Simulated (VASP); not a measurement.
# GaP (F-43m) in VASP: notebook, part 2 of 2

VASP 6.6.1. The steps go on from the part before.

## 3. Relaxation of cell and atoms, LDA, target pressure 1 GPa, at which the enthalpy is minimised

This run uses another cell than the first one, of 19.59 Å³/atom.

File INCAR:

```
SYSTEM = GaP
PREC = Accurate
ENCUT = 600
EDIFF = 1E-6
ISMEAR = 0
SIGMA = 0.01
LREAL = .FALSE.
LASPH = .TRUE.
NELM = 100
ALGO = Normal
ISIF = 3
LWAVE = .FALSE.
LCHARG = .FALSE.
IBRION = 2
NSW = 100
EDIFFG = -0.002
PSTRESS = 10.0
```

File KPOINTS:

```
regular mesh
0
G
  8 8 8
  0 0 0
```

File POSCAR:

```
GaP
1.0
    0.0000000000      2.6956978229      2.6956978229
    2.6956978229      0.0000000000      2.6956978229
    2.6956978229      2.6956978229      0.0000000000
Ga P
1 1
Direct
    0.0000000000      0.0000000000      0.0000000000
    0.7500000000      0.7500000000      0.7500000000
```

Potentials or basis: VASP PAW LDA potentials, release 64 (Ga_d, P).

Run with:

```
> cat potpaw_LDA.64/Ga_d/POTCAR potpaw_LDA.64/P/POTCAR > POTCAR
> mpirun -np 1 vasp_std > vasp.out
```

OUTCAR:

```text
SYSTEM = GaP
   PREC = Accurate
   ENCUT = 600
   EDIFF = 1E-6
   ISMEAR = 0
   LREAL = .FALSE.
   LASPH = .TRUE.
   NELM = 100
   ISIF = 3
   IBRION = 2
   NSW = 100
   EDIFFG = -0.002
   PSTRESS = 10.0

 ion  position               nearest neighbor table
   1  0.000  0.000  0.000-   2 2.33   2 2.33   2 2.33   2 2.33
   2  0.750  0.750  0.750-   1 2.33   1 2.33   1 2.33   1 2.33

  LATTYP: Found a face centered cubic cell.
 ALAT       =     5.3913956458

  Lattice vectors:

 A1 = (   0.0000000000,   2.6956978229,   2.6956978229)
 A2 = (   2.6956978229,   0.0000000000,   2.6956978229)
 A3 = (   2.6956978229,   2.6956978229,   0.0000000000)

Analysis of symmetry for initial positions (statically):
=====================================================================
 Subroutine PRICEL returns:
 Original cell was already a primitive cell.

 Routine SETGRP: Setting up the symmetry group for a
 face centered cubic supercell.

 Subroutine GETGRP returns: Found 24 space group operations
 (whereof 24 operations were pure point group operations)
 out of a pool of 48 trial point group operations.

The static configuration has the point symmetry T_d .

Analysis of symmetry for dynamics (positions and initial velocities):
=====================================================================
 Subroutine PRICEL returns:
 Original cell was already a primitive cell.

 Routine SETGRP: Setting up the symmetry group for a
 face centered cubic supercell.

 Subroutine GETGRP returns: Found 24 space group operations
 (whereof 24 operations were pure point group operations)
 out of a pool of 48 trial point group operations.

The dynamic configuration has the point symmetry T_d .

 Subroutine INISYM returns: Found 24 space group operations
 (whereof 24 operations are pure point group operations),
 and found     1 'primitive' translations

----------------------------------------------------------------------------------------

[... 143 lines left out ...]
------------------------ aborting loop because EDIFF is reached ----------------------------------------

  FORCE on cell =-STRESS in cart. coord.  units (eV):
  Direction    XX          YY          ZZ          XY          YZ          ZX
  --------------------------------------------------------------------------------------
  -------------------------------------------------------------------------------------
  Total        0.0172111      0.0172111      0.0172111     -0.0000000      0.0000000      0.0000000
  in kB        0.7038410      0.7038410      0.7038410     -0.0000000      0.0000000      0.0000000
  external PRESSURE =      -9.2961590 kB  Pullay stress =      10.0000000 kB
[... 97 lines left out ...]
  energy  without entropy=      -10.4495260050  energy(sigma->0) =      -10.44952601

  enthalpy is  TOTEN    =       -10.2073892229 eV   P V=        0.2421367821

[... ionic steps 4 to 13 ...]

--------------------------------------- Ionic step       14  -------------------------------------------

 number of electron      17.9999999 magnetization

------------------------ aborting loop because EDIFF is reached ----------------------------------------
[... 71 lines left out ...]
--------------------------------------- Ionic step       16  -------------------------------------------

 number of electron      17.9999999 magnetization

 Free energy of the ion-electron system (eV)
  ---------------------------------------------------
  ext. energy  EPLUGINS =         0.00000000
  ---------------------------------------------------
  free energy    TOTEN  =       -10.44948519 eV

  energy without entropy =      -10.44948519  energy(sigma->0) =      -10.44948519

 E-fermi :   5.0660     XC(G=0): -10.3556

 val. band max:        4.9555035550   @ k =   0.0000   0.0000   0.0000
 cond. band min:       6.3639137468   @ k =   0.5000   0.5000   0.0000
 fundamental gap:      1.4084101918
 Fermi energy:         5.0659782527

 k-point     1 :       0.0000    0.0000    0.0000
  band No.  band energies     occupation
      1      -9.8307      2.00000
      2      -9.8307      2.00000
      3      -9.8307      2.00000
      4      -9.7191      2.00000
      5      -9.7191      2.00000
      6      -7.8832      2.00000
      7       4.9555      2.00000
      8       4.9555      2.00000
      9       4.9555      2.00000
     10       6.9489      0.00000
     11       8.7352      0.00000
     12       8.7352      0.00000
     13       8.7352      0.00000
[... 354 lines left out ...]
  band No.  band energies     occupation
      1      -9.9262      2.00000
      2      -9.7964      2.00000
      3      -9.7822      2.00000
      4      -9.7255      2.00000
      5      -9.7109      2.00000
      6      -5.2190      2.00000
      7      -1.7501      2.00000
      8       1.5550      2.00000
      9       2.8766      2.00000
     10       8.4209      0.00000
     11       9.1005      0.00000
     12      11.4489      0.00000
     13      12.8880      0.00000

 [... further k-points ...]

------------------------ aborting loop because EDIFF is reached ----------------------------------------

  FORCE on cell =-STRESS in cart. coord.  units (eV):
  Direction    XX          YY          ZZ          XY          YZ          ZX
  --------------------------------------------------------------------------------------
  -------------------------------------------------------------------------------------
  Total        0.2400621      0.2400621      0.2400621     -0.0000000      0.0000000      0.0000000
  in kB        9.9159821      9.9159821      9.9159821     -0.0000000      0.0000000      0.0000000
  external PRESSURE =      -0.0840179 kB  Pullay stress =      10.0000000 kB
[... 21 lines left out ...]
  energy  without entropy=      -10.4494851880  energy(sigma->0) =      -10.44948519

  enthalpy is  TOTEN    =       -10.2073890887 eV   P V=        0.2420960994

 reached required accuracy - stopping structural energy minimisation
```

OSZICAR:

```text
N       E                     dE             d eps       ncg     rms          rms(c)
DAV:   1     0.841442599510E+02    0.84144E+02   -0.10035E+04   754   0.216E+03
DAV:   2    -0.424192094348E+01   -0.88386E+02   -0.85342E+02   824   0.362E+02
DAV:   3    -0.106658055574E+02   -0.64239E+01   -0.63809E+01   939   0.793E+01
[... 78 lines left out ...]
DAV:   2    -0.104495006173E+02    0.12010E-05   -0.18609E-06   457   0.360E-02    0.340E-03
DAV:   3    -0.104495002805E+02    0.33687E-06   -0.39238E-07   387   0.133E-02
  15 F= -.10207389E+02 E0= -.10207389E+02  d E =-.808823E-06
       N       E                     dE             d eps       ncg     rms          rms(c)
DAV:   1    -0.104494856379E+02    0.14979E-04   -0.74651E-06   789   0.577E-02    0.446E-03
DAV:   2    -0.104494851880E+02    0.44988E-06   -0.93520E-07   397   0.255E-02
  16 F= -.10207389E+02 E0= -.10207389E+02  d E =-.723921E-06
```

CONTCAR:

```text
GaP
   1.00000000000000
    -0.0000000000000000    2.6867223801534537    2.6867223801534537
     2.6867223801534537    0.0000000000000000    2.6867223801534537
     2.6867223801534537    2.6867223801534537    0.0000000000000000
  Ga              P
     1     1
Direct
     0.0000000000000000    0.0000000000000000    0.0000000000000000
     0.7500000000000000    0.7500000000000000    0.7500000000000000

  0.00000000E+00  0.00000000E+00  0.00000000E+00
  0.00000000E+00  0.00000000E+00  0.00000000E+00
```

Run time: 48 s. Hardware: 1 thread of Intel Xeon Platinum 8559C (Emerald Rapids), shared host; peak memory 0.16 GiB.

What came out:

| Item | Value |
| --- | --- |
| Free energy | -10.4495 eV |
| Relaxed volume | 19.39 Å³/atom |
| Relaxed cell | a = 3.800 Å, b = 3.800 Å, c = 3.800 Å, α = 60.00°, β = 60.00°, γ = 60.00° |
| Space group after relaxing (to 0.1 Å) | F-43m (No. 216) |
| Energy change on relaxing (the run minimises the enthalpy) | +0.7 meV/atom |
| Ionic steps | 16 |
| Pressure after relaxing | 1.0 GPa |
| Band gap on the k mesh | 1.41 eV (least direct gap 1.99 eV) |

The path:
```tsv
step	energy change (eV)	largest force (eV/Å)	pressure (GPa)	volume (Å³)
1	0.0000	0.0000	0.07	39.18
2	0.0034	0.0000	1.67	38.54
3	0.0013	0.0000	0.93	38.79
4	0.0015	0.0000	1.10	38.77
5	0.0014	0.0000	0.97	38.78
6	0.0014	0.0000	1.02	38.78
7	0.0014	0.0000	1.03	38.78
8	0.0014	0.0000	1.02	38.78
9	0.0014	0.0000	1.03	38.78
10	0.0014	0.0000	1.03	38.78
11	0.0014	0.0000	1.03	38.78
12	0.0014	0.0000	1.02	38.78
13	0.0014	0.0000	1.02	38.78
14	0.0013	0.0000	1.02	38.79
15	0.0013	0.0000	0.96	38.79
16	0.0013	0.0000	0.99	38.79
```

Final structure:
```yaml
crystal:
  lattice:
    - [0.00000, 2.68672, 2.68672]
    - [2.68672, 0.00000, 2.68672]
    - [2.68672, 2.68672, 0.00000]
  atoms:
    - { symbol: Ga, position: [0.00000, 0.00000, 0.00000] }
    - { symbol: P, position: [0.75000, 0.75000, 0.75000] }
```

Levels at points of the mesh, in eV from the valence-band top:
```tsv
k point	band 5	band 6	band 7	band 8	band 9	band 10	band 11	band 12	band 13
(0.00, 0.00, 0.00)	-14.67	-12.84	0.00	0.00	0.00	1.99	3.78	3.78	3.78
(0.50, 0.00, 0.00)	-14.67	-10.61	-6.96	-1.19	-1.19	1.65	4.62	4.62	8.12
(0.50, 0.50, 0.00)	-14.65	-9.63	-7.04	-2.86	-2.86	1.41	1.64	10.78	10.78
```

Caveat: the cell is relaxed towards a set pressure, so the run minimises the enthalpy, not the energy. LDA usually gives volumes a few per cent too small.
